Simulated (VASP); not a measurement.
# Ge (I4_1/amd) in VASP: a series of runs

Ge is run at these levels: LDA; tasks: single point.

Everything below comes from runs of VASP 6.6.1. Logs are shortened: lines on timing, memory, paths and dates and some standing lists are left out, and cuts for length are marked.

## Step 1: The cell of the first run

Symmetry: I4_1/amd, No. 141, tetragonal system. The conventional cell has a = 3.975 Å, b = 3.975 Å, c = 5.772 Å, α = 90.00°, β = 90.00°, γ = 90.00°. Within 3.2 Å of Ge (site symmetry -4m2) lie 4 Ge at 2.46 Å.

## Step 2: Single point, LDA (engineering shear strain xy +0.0000, normal strain along z +0.0267)

File INCAR:

```
  ALGO = Normal
  EDIFF = 1E-6
  ENCUT = 520
  ISIF = 2
  ISMEAR = 0
  LASPH = True
  LCHARG = False
  LREAL = False
  LWAVE = False
  NBANDS = 21
  NELM = 60
  PREC = Accurate
  SIGMA = 0.15
```

File KPOINTS:

```
k-points
0
Gamma
  14 14 14
```

File POSCAR:

```
Ge
1.0
    0.0000000000      2.8109115346      2.8859628726
    2.8109115346      0.0000000000      2.8859628726
    2.8109115346      2.8109115346      0.0000000000
Ge
2
Direct
    0.5000000000      0.5000000000      0.5000000000
    0.7500000000      0.7500000000      0.7500000000
```

Potentials or basis: VASP PAW LDA potentials, release 64 (Ge_d).

Started as:

```bash
cat potpaw_LDA.64/Ge_d/POTCAR > POTCAR
mpirun -np 1 vasp_std > vasp.out
```

OUTCAR:

```text
EDIFF = 1E-6
   ENCUT = 520
   ISIF = 2
   ISMEAR = 0
   LASPH = True
   LREAL = False
   NELM = 60
   PREC = Accurate

 ion  position               nearest neighbor table
   1  0.500  0.500  0.500-   2 2.46   2 2.46   2 2.46   2 2.46
   2  0.750  0.750  0.750-   1 2.46   1 2.46   1 2.46   1 2.46

  LATTYP: Found a body centered tetragonal cell.
 ALAT       =     3.9752292149
 C/A-ratio  =     1.4519730645

  Lattice vectors:

 A1 = (  -2.8109115346,   0.0000000000,   2.8859628726)
 A2 = (   2.8109115346,   0.0000000000,   2.8859628726)
 A3 = (   0.0000000000,   2.8109115346,  -2.8859628726)

Analysis of symmetry for initial positions (statically):
=====================================================================
 Subroutine PRICEL returns:
 Original cell was already a primitive cell.

 Routine SETGRP: Setting up the symmetry group for a
 body centered tetragonal supercell.

 Subroutine GETGRP returns: Found 16 space group operations
 (whereof  8 operations were pure point group operations)
 out of a pool of 16 trial point group operations.

The static configuration has the point symmetry D_2d.
 The point group associated with its full space group is D_4h.

Analysis of symmetry for dynamics (positions and initial velocities):
=====================================================================
 Subroutine PRICEL returns:
 Original cell was already a primitive cell.

 Routine SETGRP: Setting up the symmetry group for a
 body centered tetragonal supercell.

 Subroutine GETGRP returns: Found 16 space group operations
 (whereof  8 operations were pure point group operations)
 out of a pool of 16 trial point group operations.

The dynamic configuration has the point symmetry D_2d.
 The point group associated with its full space group is D_4h.

 Subroutine INISYM returns: Found 16 space group operations
 (whereof  8 operations are pure point group operations),
 and found     1 'primitive' translations

----------------------------------------------------------------------------------------

                                     Primitive cell

  volume of cell :      45.6053

  direct lattice vectors                    reciprocal lattice vectors
     0.000000000  2.810911535  2.885962873    -0.177878241  0.177878241  0.173252402
     2.810911535  0.000000000  2.885962873     0.177878241 -0.177878241  0.173252402
     2.810911535  2.810911535  0.000000000     0.177878241  0.177878241 -0.173252402

  length of vectors
     4.028648081  4.028648081  3.975229215     0.305446775  0.305446775  0.305446775

  position of ions in fractional coordinates (direct lattice)
[... 74 lines left out ...]
   LNONCOLLINEAR =      F non collinear calculations
   LSORBIT =      F    spin-orbit coupling
   LASPH  =      T    aspherical Exc in radial PAW
   ENCUT  =  520.0 eV  38.22 Ry    6.18 a.u.   7.49  7.49  7.39*2*pi/ulx,y,z
   NELM   =     60;   NELMIN=  2; NELMDL= -5     # of ELM steps
   EDIFF  = 0.1E-05   stopping-criterion for ELM
   LREAL  =      F    real-space projection
   EDIFFG = 0.1E-04   stopping-criterion for IOM
   NSW    =      0    number of steps for IOM
   IBRION =     -1    ionic relax: 0-MD 1-quasi-New 2-CG
   NFREE  =      0    steps in history (QN), initial steepest desc. (CG)
   ISIF   =      2    stress and relaxation
   ISYM   =      2    0-nonsym 1-usesym 2-fastsym
   POTIM  = 0.5000    time-step for ionic-motion
   TEBEG  =    0.0;   TEEND  =   0.0 temperature during run
   PSTRESS=    0.0 pullay stress
   NELECT =      28.0000    total number of electrons
   NUPDOWN=      -1.0000    fix difference up-down
   EMIN   =  10.00;   EMAX   =-10.00  energy-range for DOS
   EFERMI =   0.00;   METHOD = LEGACY
   ISMEAR =     0;   SIGMA  =   0.15  broadening in eV -4-tet -1-fermi 0-gaus
   EFERMI_NEDOS =   21; number of points for ismear=-14 and -15
   IALGO  =     38    algorithm
   IMIX   =      4    mixing-type and parameters
     AMIX     =   0.40;   BMIX     =  1.00
     AMIX_MAG =   1.60;   BMIX_MAG =  1.00
  volume/ion in A,a.u.               =      22.80       153.88
  Fermi-wavevector in a.u.,A,eV,Ry     =   1.391412  2.629388 26.341259  1.936028
  Thomas-Fermi vector in A             =   2.515254
   LORBIT       =      0    0 simple, 1 ext, 2 COOP (PROOUT), +10 PAW based schemes
   GGA     = CA    functional components
   LHFCALC =     F    Hartree Fock is set to
   AEXX    =    0.0000 exact exchange contribution
   IVDW    =     0    specifies the selected vdW correction
   LEPSILON=     F    determine dielectric tensor
   LRPA    =     F    only Hartree local field effects (RPA)
 non-spin polarized calculation
 Gauss-broadening in eV      SIGMA  =   0.15
  energy-cutoff  :      520.00
  volume of cell :       45.61
 maximum number of plane-waves:      1259
 NGX is ok and might be reduce to    30
   NGX = 15   NGY = 15   NGZ = 15

 number of electron      28.0000028 magnetization

 Free energy of the ion-electron system (eV)
  ---------------------------------------------------
  ext. energy  EPLUGINS =         0.00000000
  ---------------------------------------------------
  free energy    TOTEN  =       -10.38177577 eV

  energy without entropy =      -10.38089852  energy(sigma->0) =      -10.38133715

 E-fermi :   4.6687     XC(G=0): -10.2554

 val. band max:        4.6150147678   @ k =  -0.0714   0.0714   0.0000
 cond. band min:       4.6842394393   @ k =   0.5000   0.0000   0.0000
 fundamental gap:      0.0692246715
 Fermi energy:         4.6687456718

 k-point     1 :       0.0000    0.0000    0.0000
  band No.  band energies     occupation
      1     -20.2787      2.00000
      2     -20.2787      2.00000
      3     -20.2724      2.00000
      4     -20.2416      2.00000
      5     -20.2393      2.00000
      6     -20.0412      2.00000
[... 565 lines left out ...]
     20      13.7801      0.00000
     21      14.5406      0.00000

 [... further k-points ...]
[... 5 lines left out ...]
  --------------------------------------------------------------------------------------
  -------------------------------------------------------------------------------------
  Total       -0.2574492     -0.2574492     -0.8201377      0.0000000      0.0000000      0.0000000
  in kB       -9.0445526     -9.0445526    -28.8125889      0.0000000      0.0000000      0.0000000
  external PRESSURE =     -15.6338981 kB  Pullay stress =       0.0000000 kB

 VOLUME and BASIS-vectors are now :
 -----------------------------------------------------------------------------
  energy-cutoff  :      520.00
  volume of cell :       45.61
      direct lattice vectors                 reciprocal lattice vectors
     0.000000000  2.810911535  2.885962873    -0.177878241  0.177878241  0.173252402
     2.810911535  0.000000000  2.885962873     0.177878241 -0.177878241  0.173252402
     2.810911535  2.810911535  0.000000000     0.177878241  0.177878241 -0.173252402

 POSITION                                       TOTAL-FORCE (eV/Angst)
 -----------------------------------------------------------------------------------
      2.81091      2.81091      2.88596        -0.000000     -0.000000     -0.000000
      4.21637      4.21637      4.32894         0.000000      0.000000      0.000000
 -----------------------------------------------------------------------------------
    total drift:                                0.000000     -0.000000     -0.000000

  FREE ENERGIE OF THE ION-ELECTRON SYSTEM (eV)
  ---------------------------------------------------
  free  energy   TOTEN  =       -10.3817757740 eV

  energy  without entropy=      -10.3808985219  energy(sigma->0) =      -10.38133715
```

OSZICAR:

```text
N       E                     dE             d eps       ncg     rms          rms(c)
DAV:   1     0.193183033238E+03    0.19318E+03   -0.14754E+04 11544   0.358E+03
DAV:   2     0.175379462949E+02   -0.17565E+03   -0.17006E+03 10273   0.620E+02
DAV:   3    -0.962373512250E+01   -0.27162E+02   -0.26982E+02 11928   0.144E+02
DAV:   4    -0.105371292096E+02   -0.91339E+00   -0.91298E+00 11438   0.309E+01
DAV:   5    -0.105520473151E+02   -0.14918E-01   -0.14918E-01 11843   0.434E+00    0.324E+00
DAV:   6    -0.104384364672E+02    0.11361E+00   -0.35835E-02 11473   0.163E+00    0.185E+00
DAV:   7    -0.103810711651E+02    0.57365E-01   -0.71439E-02 11026   0.197E+00    0.137E-01
DAV:   8    -0.103817324978E+02   -0.66133E-03   -0.54628E-03 11768   0.838E-01    0.489E-02
DAV:   9    -0.103817790664E+02   -0.46569E-04   -0.81212E-05 11949   0.897E-02    0.125E-02
DAV:  10    -0.103817758113E+02    0.32551E-05   -0.83978E-06 13938   0.405E-02    0.411E-03
DAV:  11    -0.103817757740E+02    0.37382E-07   -0.80265E-07  8483   0.828E-03
   1 F= -.10381776E+02 E0= -.10381337E+02  d E =-.877252E-03
```

It took 4.4 min on 1 thread of Intel Xeon 8259CL, shared host; peak memory 0.29 GiB.

What came out:

| Property | Result |
| --- | --- |
| Free energy | -10.3818 eV |
| Pressure | -1.6 GPa |
| Band gap on the k mesh | zero (band 14 reaches 4.72 eV, above the bottom of band 15 at 4.68 eV) |

Stress tensor (GPa, compression positive):
```
-0.90  0.00  0.00
 0.00 -0.90  0.00
 0.00  0.00 -2.88
```

Caveat: the cell differs from its parent crystal (engineering shear strain xy +0.0000, normal strain along z +0.0267).

## Step 3: Single point, LDA (engineering shear strain xy +0.0000, normal strain along z +0.0400)

File INCAR:

```
PREC = Accurate
ENCUT = 520
EDIFF = 1E-7
ISMEAR = 0
SIGMA = 0.15
LREAL = False
LASPH = True
NELM = 60
ALGO = Normal
ISIF = 2
LWAVE = False
LCHARG = False
GGA = CA
NBANDS = 21
```

File KPOINTS:

```
Automatic mesh
0
Gamma
  14 14 14
```

File POSCAR:

```
Ge
1.0
    0.0000000000      2.8109115346      2.9233479960
    2.8109115346      0.0000000000      2.9233479960
    2.8109115346      2.8109115346      0.0000000000
Ge
2
Direct
    0.5000000000      0.5000000000      0.5000000000
    0.7500000000      0.7500000000      0.7500000000
```

Potentials or basis: VASP PAW LDA potentials, release 64 (Ge_d).

Started as:

```bash
cat potpaw_LDA.64/Ge_d/POTCAR > POTCAR
mpirun -np 1 vasp_std > vasp.out
```

Wall time 4.2 min (1 thread of Intel Xeon 8259CL, shared host); peak memory 0.29 GiB.

Results (log left out):

```yaml
Free_energy: -10.3684 eV
Pressure: -2.4 GPa
Band_gap_on_the_k_mesh: zero (band 14 reaches 4.63 eV, above the bottom of band 15 at 4.51 eV)
```

Stress tensor (GPa, compression positive):
```
-1.40  0.00  0.00
 0.00 -1.40  0.00
 0.00  0.00 -4.35
```

Levels at points of the mesh, in eV from the Fermi level:
```csv
k point,band 12,band 13,band 14,band 15,band 16,band 17
"(0.00, 0.00, 0.00)",-0.35,-0.21,0.10,0.10,2.46,2.46
"(0.50, 0.00, 0.00)",-7.55,-1.55,-1.20,-0.03,3.62,3.82
"(0.50, 0.50, 0.00)",-8.98,-2.83,-2.83,0.89,0.89,9.20
"(0.50, 0.00, 0.50)",-8.79,-3.10,-3.10,0.58,0.58,9.16
```

Caveat: the cell differs from its parent crystal (engineering shear strain xy +0.0000, normal strain along z +0.0400).
